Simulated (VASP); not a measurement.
# Si2Ni (Fm-3m) in VASP: a series of runs

Si2Ni is run at these levels: PBE; tasks: single point.

All numbers are computed with VASP 6.6.1; they aren't measurements. Logs are shortened: lines on timing, memory, paths and dates and some standing lists are left out, and cuts for length are marked.

### 1 The cell of the first run

It takes space group Fm-3m (No. 225, cubic). Conventional cell: a = 5.656 Å, b = 5.656 Å, c = 5.656 Å, α = 90.00°, β = 90.00°, γ = 90.00°. Within 3.2 Å of Si (site symmetry -43m) lie 4 Ni at 2.45 Å and 6 Si at 2.83 Å. Within 3.2 Å of Ni (site symmetry m-3m) lie 8 Si at 2.45 Å.

### 2 Single point, PBE, collinear spin, ferromagnetic start (15.08 Å³/atom)

File INCAR:

```
SYSTEM = Si2Ni
PREC     = Accurate       ! precision mode
ENCUT    = 520            ! plane-wave cutoff, eV
EDIFF    = 1E-6           ! SCF threshold, eV
ISMEAR   = 0              ! smearing method
SIGMA    = 0.15           ! smearing width, eV
LREAL    = .FALSE.        ! projectors in reciprocal space
LASPH    = .TRUE.         ! aspherical terms in the spheres
NELM     = 150            ! most SCF steps
ALGO     = Normal         ! electronic algorithm
ISIF     = 2              ! what is computed and relaxed
LWAVE    = .FALSE.        ! write WAVECAR
LCHARG   = .FALSE.        ! write CHGCAR
ISPIN    = 2              ! spin polarisation
MAGMOM   = 0 0 0.875      ! initial moments
LORBIT   = 11             ! projections on sites
NUPDOWN  = 0.875          ! fixed moment
LMAXMIX  = 4              ! l up to which the mixer works
GGA      = PE             ! functional
NBANDS   = 20             ! bands
```

File KPOINTS:

```
Automatic mesh
0
G
  14 14 14
  0 0 0
```

File POSCAR:

```
Si2Ni
1.0
    0.0000000000      2.8279930165      2.8279930165
    2.8279930165      0.0000000000      2.8279930165
    2.8279930165      2.8279930165      0.0000000000
Si Ni
2 1
Direct
    0.2500000000      0.2500000000      0.2500000000
    0.7500000000      0.7500000000      0.7500000000
    0.0000000000      0.0000000000      0.0000000000
```

Potentials or basis: VASP PAW PBE potentials, release 64 (Si, Ni).

Started as:

```bash
$ cat potpaw_PBE.64/Si/POTCAR potpaw_PBE.64/Ni/POTCAR > POTCAR
$ mpirun -np 1 vasp_std > vasp.out
```

OUTCAR:

```text
SYSTEM = Si2Ni
   PREC = Accurate
   ENCUT = 520
   EDIFF = 1E-6
   ISMEAR = 0
   LREAL = .FALSE.
   LASPH = .TRUE.
   NELM = 150
   ISIF = 2
   ISPIN = 2
   LORBIT = 11
   NUPDOWN = 0.875
   GGA = PE

 ion  position               nearest neighbor table
   1  0.250  0.250  0.250-   3 2.45   3 2.45   3 2.45   3 2.45   2 2.83   2 2.83   2 2.83   2 2.83
                             2 2.83   2 2.83
   2  0.750  0.750  0.750-   3 2.45   3 2.45   3 2.45   3 2.45   1 2.83   1 2.83   1 2.83   1 2.83
                             1 2.83   1 2.83
   3  0.000  0.000  0.000-   1 2.45   2 2.45   2 2.45   2 2.45   2 2.45   1 2.45   1 2.45   1 2.45

  LATTYP: Found a face centered cubic cell.
 ALAT       =     5.6559860330

  Lattice vectors:

 A1 = (   0.0000000000,   2.8279930165,   2.8279930165)
 A2 = (   2.8279930165,   0.0000000000,   2.8279930165)
 A3 = (   2.8279930165,   2.8279930165,   0.0000000000)

Analysis of symmetry for initial positions (statically):
=====================================================================
 Subroutine PRICEL returns:
 Original cell was already a primitive cell.

 Routine SETGRP: Setting up the symmetry group for a
 face centered cubic supercell.

 Subroutine GETGRP returns: Found 48 space group operations
 (whereof 48 operations were pure point group operations)
 out of a pool of 48 trial point group operations.

The static configuration has the point symmetry O_h .

Analysis of symmetry for dynamics (positions and initial velocities):
=====================================================================
 Subroutine PRICEL returns:
 Original cell was already a primitive cell.

 Routine SETGRP: Setting up the symmetry group for a
 face centered cubic supercell.

 Subroutine GETGRP returns: Found 48 space group operations
 (whereof 48 operations were pure point group operations)
 out of a pool of 48 trial point group operations.

The dynamic configuration has the point symmetry O_h .

Analysis of structural, dynamic, and magnetic symmetry:
=====================================================================
 Subroutine PRICEL returns:
 Original cell was already a primitive cell.

 Routine SETGRP: Setting up the symmetry group for a
 face centered cubic supercell.

 Subroutine GETGRP returns: Found 48 space group operations
 (whereof 48 operations were pure point group operations)
 out of a pool of 48 trial point group operations.

The overall configuration has the point symmetry O_h .

 Subroutine INISYM returns: Found 48 space group operations
 (whereof 48 operations are pure point group operations),
 and found     1 'primitive' translations

----------------------------------------------------------------------------------------

                                     Primitive cell

  volume of cell :      45.2340

  direct lattice vectors                    reciprocal lattice vectors
     0.000000000  2.827993016  2.827993016    -0.176803831  0.176803831  0.176803831
     2.827993016  0.000000000  2.827993016     0.176803831 -0.176803831  0.176803831
     2.827993016  2.827993016  0.000000000     0.176803831  0.176803831 -0.176803831

  length of vectors
     3.999386078  3.999386078  3.999386078     0.306233219  0.306233219  0.306233219

  position of ions in fractional coordinates (direct lattice)
     0.250000000  0.250000000  0.250000000
     0.750000000  0.750000000  0.750000000
     0.000000000  0.000000000  0.000000000

  ion indices of the primitive-cell ions
   primitive index   ion index
                 1           1
                 2           2
                 3           3

----------------------------------------------------------------------------------------

 KPOINTS: Automatic mesh

Automatic generation of k-mesh.
 Grid dimensions read from file:
 generate k-points for:   14   14   14

 Generating k-lattice:

  Cartesian coordinates                     Fractional coordinates (reciprocal lattice)
    -0.012628845  0.012628845  0.012628845     0.071428571  0.000000000  0.000000000
     0.012628845 -0.012628845  0.012628845     0.000000000  0.071428571  0.000000000
     0.012628845  0.012628845 -0.012628845     0.000000000  0.000000000  0.071428571

  Length of vectors
     0.021873801  0.021873801  0.021873801

  Shift w.r.t. Gamma in fractional coordinates (k-lattice)
     0.000000000  0.000000000  0.000000000

 Subroutine IBZKPT returns following result:
 ===========================================

 Found    104 irreducible k-points:

 Following reciprocal coordinates:
            Coordinates               Weight
  0.000000  0.000000  0.000000      1.000000
  0.071429  0.000000  0.000000      8.000000
  0.142857  0.000000  0.000000      8.000000
  0.214286  0.000000  0.000000      8.000000
  0.285714  0.000000  0.000000      8.000000
  0.357143  0.000000  0.000000      8.000000
[... 16 lines left out ...]
  0.214286  0.142857  0.000000     24.000000
  0.285714  0.142857  0.000000     24.000000
 [... further k-points ...]
   k-points           NKPTS =    104   k-points in BZ     NKDIM =    104   number of bands    NBANDS=     20
   number of dos      NEDOS =    301   number of ions     NIONS =      3
   total plane-waves  NPLWV =  27000
   dimension x,y,z NGX =    30 NGY =   30 NGZ =   30
   dimension x,y,z NGXF=    60 NGYF=   60 NGZF=   60
   ions per type =               2   1
   NGX,Y,Z   is equivalent  to a cutoff of  12.47, 12.47, 12.47 a.u.
   NGXF,Y,Z  is equivalent  to a cutoff of  24.94, 24.94, 24.94 a.u.
 SYSTEM =  Si2Ni
   PREC   = accura    normal or accurate (medium, high low for compatibility)
   ISTART =      0    job   : 0-new  1-cont  2-samecut
   ICHARG =      2    charge: 1-file 2-atom 10-const
   ISPIN  =      2    spin polarized calculation?
   LNONCOLLINEAR =      F non collinear calculations
   LSORBIT =      F    spin-orbit coupling
   LASPH  =      T    aspherical Exc in radial PAW
   ENCUT  =  520.0 eV  38.22 Ry    6.18 a.u.   7.44  7.44  7.44*2*pi/ulx,y,z
   NELM   =    150;   NELMIN=  2; NELMDL= -5     # of ELM steps
   EDIFF  = 0.1E-05   stopping-criterion for ELM
   LREAL  =      F    real-space projection
[... 7 lines left out ...]
   TEBEG  =    0.0;   TEEND  =   0.0 temperature during run
   PSTRESS=    0.0 pullay stress
   NELECT =      18.0000    total number of electrons
   NUPDOWN=       0.8750    fix difference up-down
   EMIN   =  10.00;   EMAX   =-10.00  energy-range for DOS
   EFERMI =   0.00;   METHOD = LEGACY
   ISMEAR =     0;   SIGMA  =   0.15  broadening in eV -4-tet -1-fermi 0-gaus
   EFERMI_NEDOS =   21; number of points for ismear=-14 and -15
   IALGO  =     38    algorithm
   IMIX   =      4    mixing-type and parameters
     AMIX     =   0.40;   BMIX     =  1.00
     AMIX_MAG =   1.60;   BMIX_MAG =  1.00
  volume/ion in A,a.u.               =      15.08       101.75
  Fermi-wavevector in a.u.,A,eV,Ry     =   1.204141  2.275496 19.727842  1.449955
  Thomas-Fermi vector in A             =   2.339874
   LORBIT       =     11    0 simple, 1 ext, 2 COOP (PROOUT), +10 PAW based schemes
   GGA     = PE    functional components
   LHFCALC =     F    Hartree Fock is set to
   AEXX    =    0.0000 exact exchange contribution
   IVDW    =     0    specifies the selected vdW correction
   LEPSILON=     F    determine dielectric tensor
   LRPA    =     F    only Hartree local field effects (RPA)
 spin polarized calculation
 Gauss-broadening in eV      SIGMA  =   0.15
  energy-cutoff  :      520.00
  volume of cell :       45.23
 maximum number of plane-waves:      1243
 NGX is ok and might be reduce to    30
   NGX = 15   NGY = 15   NGZ = 15

 number of electron      17.9999996 magnetization       0.8750000

 Free energy of the ion-electron system (eV)
  ---------------------------------------------------
  ext. energy  EPLUGINS =         0.00000000
  ---------------------------------------------------
  free energy    TOTEN  =       -16.85113021 eV

  energy without entropy =      -16.83626482  energy(sigma->0) =      -16.84369752

 E-fermi :   7.6038     XC(G=0): -10.9807

 val. band max:        9.0283943898   @ k =  -0.2857   0.2857   0.0000
 cond. band min:       7.6054434647   @ k =  -0.0714   0.0714   0.0000
 fundamental gap:     -1.4229509251
 Fermi energy:         9.0402079727

 spin component 1

 k-point     1 :       0.0000    0.0000    0.0000
  band No.  band energies     occupation
      1      -4.1726      1.00000
      2       3.9956      1.00000
      3       3.9956      1.00000
      4       3.9956      1.00000
      5       5.5627      1.00000
      6       5.5627      1.00000
[... 12 lines left out ...]
     19      17.1134      0.00000
     20      19.4391      0.00000

 k-point     2 :       0.0714    0.0000    0.0000
  band No.  band energies     occupation
      1      -4.1045      1.00000
      2       3.8059      1.00000
      3       4.0171      1.00000
      4       4.0171      1.00000
      5       5.5509      1.00000
      6       5.5509      1.00000
[... 12 lines left out ...]
     19      17.4288      0.00000
     20      19.6945      0.00000
[... 465 lines left out ...]
      3       4.0656      1.00000
      4       4.0881      1.00000
      5       5.2250      1.00000
      6       5.6395      1.00000
[... 12 lines left out ...]
     19      19.5442      0.00000
     20      21.9323      0.00000

 k-point    24 :       0.2857    0.1429    0.0000
  band No.  band energies     occupation
      1      -3.1871      1.00000
      2       2.3009      1.00000
      3       4.1367      1.00000
      4       4.1788      1.00000
      5       5.1034      1.00000
      6       5.6585      1.00000
[... 12 lines left out ...]
     19      20.8708      0.00000
     20      22.4945      0.00000

 [... further k-points ...]

 spin component 2

 k-point     1 :       0.0000    0.0000    0.0000
  band No.  band energies     occupation
      1      -3.9512      1.00000
      2       4.3419      1.00000
      3       4.3419      1.00000
      4       4.3419      1.00000
      5       5.8480      1.00000
      6       5.8480      1.00000
[... 12 lines left out ...]
     19      17.3097      0.00000
     20      19.6512      0.00000

 k-point     2 :       0.0714    0.0000    0.0000
  band No.  band energies     occupation
      1      -3.8830      1.00000
      2       4.1391      1.00000
      3       4.3637      1.00000
      4       4.3637      1.00000
      5       5.8358      1.00000
      6       5.8358      1.00000
[... 12 lines left out ...]
     19      17.6248      0.00000
     20      19.9086      0.00000
[... 465 lines left out ...]
      3       4.3981      1.00000
      4       4.4245      1.00000
      5       5.4980      1.00000
      6       5.9278      1.00000
[... 12 lines left out ...]
     19      19.7430      0.00000
     20      22.1655      0.00000

 k-point    24 :       0.2857    0.1429    0.0000
  band No.  band energies     occupation
      1      -2.9641      1.00000
      2       2.5783      1.00000
      3       4.4651      1.00000
      4       4.5156      1.00000
      5       5.3727      1.00000
      6       5.9512      1.00000
[... 12 lines left out ...]
     19      21.0744      0.00000
     20      22.7416      0.00000

 [... further k-points ...]
[... 5 lines left out ...]
  --------------------------------------------------------------------------------------
  -------------------------------------------------------------------------------------
  Total       -2.9933356     -2.9933356     -2.9933356     -0.0000000      0.0000000     -0.0000000
  in kB     -106.0232209   -106.0232209   -106.0232209     -0.0000000      0.0000000     -0.0000000
  external PRESSURE =    -106.0232209 kB  Pullay stress =       0.0000000 kB

 VOLUME and BASIS-vectors are now :
 -----------------------------------------------------------------------------
  energy-cutoff  :      520.00
  volume of cell :       45.23
      direct lattice vectors                 reciprocal lattice vectors
     0.000000000  2.827993016  2.827993016    -0.176803831  0.176803831  0.176803831
     2.827993016  0.000000000  2.827993016     0.176803831 -0.176803831  0.176803831
     2.827993016  2.827993016  0.000000000     0.176803831  0.176803831 -0.176803831

 POSITION                                       TOTAL-FORCE (eV/Angst)
 -----------------------------------------------------------------------------------
      1.41400      1.41400      1.41400         0.000000      0.000000      0.000000
      4.24199      4.24199      4.24199        -0.000000     -0.000000     -0.000000
      0.00000      0.00000      0.00000         0.000000      0.000000      0.000000
 -----------------------------------------------------------------------------------
    total drift:                                0.000000     -0.000000     -0.000000

  FREE ENERGIE OF THE ION-ELECTRON SYSTEM (eV)
  ---------------------------------------------------
  free  energy   TOTEN  =       -16.8511302132 eV

  energy  without entropy=      -16.8362648174  energy(sigma->0) =      -16.84369752

 total charge

# of ion       s       p       d       tot
------------------------------------------
    1        0.774   0.757   0.000   1.531
    2        0.774   0.757   0.000   1.531
    3        0.496   0.605   8.385   9.486
--------------------------------------------------
tot          2.044   2.119   8.385  12.547

 magnetization (x)

# of ion       s       p       d       tot
------------------------------------------
    1        0.053   0.054   0.000   0.107
    2        0.053   0.054   0.000   0.107
    3        0.004   0.047   0.359   0.410
--------------------------------------------------
tot          0.110   0.156   0.359   0.624
```

Wall time 3.8 min (1 thread of Intel Xeon 8259CL, shared host); peak memory 0.29 GiB.

What came out:

- Free energy: -16.8511 eV
- Pressure: -10.6 GPa
- Net moment: 0.88 μB per cell
- Site moments: Si +0.11; Ni +0.41 μB
- Valence electrons inside the program's atomic spheres: Si 1.53; Ni 9.49

Caveat: the cell stands under tension; the total moment is fixed, so each spin has its own Fermi level and the state may be an excited one.

### 3 Single point, PBE, collinear spin, ferromagnetic start (15.89 Å³/atom)

This run uses another cell than the first one, of 15.89 Å³/atom.

File INCAR:

```
SYSTEM = Si2Ni
PREC = Accurate
ENCUT = 520
EDIFF = 1E-7
ISMEAR = 0
SIGMA = 0.15
LREAL = .False.
LASPH = .True.
NELM = 150
ALGO = Normal
ISIF = 2
LWAVE = .False.
LCHARG = .False.
ISPIN = 2
MAGMOM = 0 0 1
LORBIT = 11
NUPDOWN = 1.0
LMAXMIX = 4
GGA = PE
NBANDS = 20
```

File KPOINTS:

```
regular mesh
0
Gamma
  14 14 14
  0 0 0
```

File POSCAR:

```
Si2Ni
1.0
    0.0000000000      2.8776321201      2.8776321201
    2.8776321201      0.0000000000      2.8776321201
    2.8776321201      2.8776321201      0.0000000000
Si Ni
2 1
Direct
    0.2500000000      0.2500000000      0.2500000000
    0.7500000000      0.7500000000      0.7500000000
    0.0000000000      0.0000000000      0.0000000000
```

Potentials or basis: VASP PAW PBE potentials, release 64 (Si, Ni).

Started as:

```bash
$ cat potpaw_PBE.64/Si/POTCAR potpaw_PBE.64/Ni/POTCAR > POTCAR
$ mpirun -np 1 vasp_std > vasp.out
```

Wall time 3.8 min (1 thread of Intel Xeon 8259CL, shared host); peak memory 0.29 GiB.

The run converged. Its results:

```
Free energy                                           : -16.5767 eV
Pressure                                              : -13.7 GPa
Net moment                                            : 1.00 μB per cell
Site moments                                          : Si +0.12; Ni +0.46 μB
Valence electrons inside the program's atomic spheres : Si 1.51; Ni 9.38
```

Caveat: the cell stands under tension; the total moment is fixed, so each spin has its own Fermi level and the state may be an excited one.

### 4 Single point, PBE, collinear spin, ferromagnetic start (15.89 Å³/atom)

This run uses another cell than the first one, of 15.89 Å³/atom.

File INCAR:

```
PREC = Accurate
ENCUT = 520
EDIFF = 1E-7
ISMEAR = 0
SIGMA = 0.15
LREAL = F
LASPH = T
NELM = 150
ALGO = Normal
ISIF = 2
LWAVE = F
LCHARG = F
ISPIN = 2
MAGMOM = 0 0 0.5
LORBIT = 11
NUPDOWN = 0.5
LMAXMIX = 4
GGA = PE
NBANDS = 20
```

File KPOINTS:

```
regular mesh
0
Gamma
  14 14 14
```

POSCAR is that of step 3.

Started as:

```bash
$ cat potpaw_PBE.64/Si/POTCAR potpaw_PBE.64/Ni/POTCAR > POTCAR
$ mpirun -np 1 vasp_std > vasp.out
```

It took 3.8 min on 1 thread of Intel Xeon 8259CL, shared host; peak memory 0.29 GiB.

The run converged. Its results:

| Property | Result |
| --- | --- |
| Free energy | -16.8540 eV |
| Pressure | -15.7 GPa |
| Net moment | 0.50 μB per cell |
| Site moments | Si +0.06; Ni +0.26 μB |
| Valence electrons inside the program's atomic spheres | Si 1.51; Ni 9.39 |

Caveat: the cell stands under tension; the total moment is fixed, so each spin has its own Fermi level and the state may be an excited one.

### 5 Single point, PBE, collinear spin, ferromagnetic start (15.89 Å³/atom)

This run uses another cell than the first one, of 15.89 Å³/atom.

File INCAR:

```
PREC = Accurate ; ENCUT = 520
EDIFF = 1E-7 ; ISMEAR = 0
SIGMA = 0.15 ; LREAL = F
LASPH = T ; NELM = 150
ALGO = Normal ; ISIF = 2
LWAVE = F ; LCHARG = F
ISPIN = 2 ; MAGMOM = 0 0 0.75
LORBIT = 11 ; NUPDOWN = 0.75
LMAXMIX = 4 ; GGA = PE
NBANDS = 20
```

KPOINTS is that of step 4.

POSCAR is that of step 4.

Started as:

```bash
$ cat potpaw_PBE.64/Si/POTCAR potpaw_PBE.64/Ni/POTCAR > POTCAR
$ mpirun -np 1 vasp_std > vasp.out
```

Wall time 3.4 min (1 thread of Intel Xeon 8259CL, shared host); peak memory 0.29 GiB.

The run converged. Its results:

- Free energy: -16.7398 eV
- Pressure: -14.9 GPa
- Net moment: 0.75 μB per cell
- Site moments: Si +0.09; Ni +0.36 μB
- Valence electrons inside the program's atomic spheres: Si 1.51; Ni 9.39

Caveat: the cell stands under tension; the total moment is fixed, so each spin has its own Fermi level and the state may be an excited one.

### 6 Overview

| fixed moment (μB) | cell | pressure (GPa) | moment (μB) |
| --- | --- | --- | --- |
| 0.875 | a = 3.999 Å, angles 60.0°, 3 atoms | -10.6 | 0.88 |
| 1.0 | a = 4.070 Å, angles 60.0°, 3 atoms | -13.7 | 1.00 |
| 0.5 | a = 4.070 Å, angles 60.0°, 3 atoms | -15.7 | 0.50 |
| 0.75 | a = 4.070 Å, angles 60.0°, 3 atoms | -14.9 | 0.75 |

Alike in all rows: task single point; level PBE; potentials or basis VASP PAW PBE potentials, release 64 (Si, Ni); spin collinear, ferromagnetic start; k mesh 14 × 14 × 14; cutoff (eV) 520; smearing gaussian 0.15 eV.

Caveats: the cell stands under tension; the total moment is fixed, so each spin has its own Fermi level and the state may be an excited one.

Total energies depend on the potentials used, so only differences within one code and one set of settings carry meaning.
